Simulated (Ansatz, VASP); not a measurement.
**ZnSnN: VASP beside Ansatz**

```
Zn Sn N
1.0
     3.55337    0.00000    0.00000
     0.00000    3.55337    0.00000
     0.00000    0.00000    3.74772
Zn Sn N
1 1 1
Direct
  0.50000 0.50000 0.50000
  0.00000 0.00000 0.00000
  0.50000 0.50000 0.00000
```

Change from the starting cell: species swapped into the MgNiH type (P4/mmm, No. 123).

Alike in both runs: task relaxation of cell and atoms; functional PBE; k mesh 6 × 6 × 4; occupations gaussian, width 0.1 eV; no spin polarisation.

|  | VASP | Ansatz |
| --- | --- | --- |
| version | VASP 6.6.1 | Ansatz 0.2.0 |
| potentials or method | VASP PAW PBE potentials, release 64 (Zn, Sn_d, N), cutoff 600 eV | scalar-relativistic, plane waves, PAW |
| valence electrons in the cell | 31 | 31 |

Ansatz gave:

```
gap on the k mesh at the Fermi level, each at its own relaxed structure (eV) : none
relaxed volume (Å³/atom)                                                     : 17.97
relaxed length of the cell vector where the two differ most in proportion (Å)              : 3.716
```

Task: Which values does VASP return?

Result: gap on the k mesh at the Fermi level, each at its own relaxed structure (eV): none; relaxed volume (Å³/atom): 18.03; relaxed length of the cell vector where the two differ most in proportion (Å): 3.735.

A gap of «none» marks a metal or a gap that the smearing closes.

The k mesh is coarse, so the values compare programs but aren't converged.
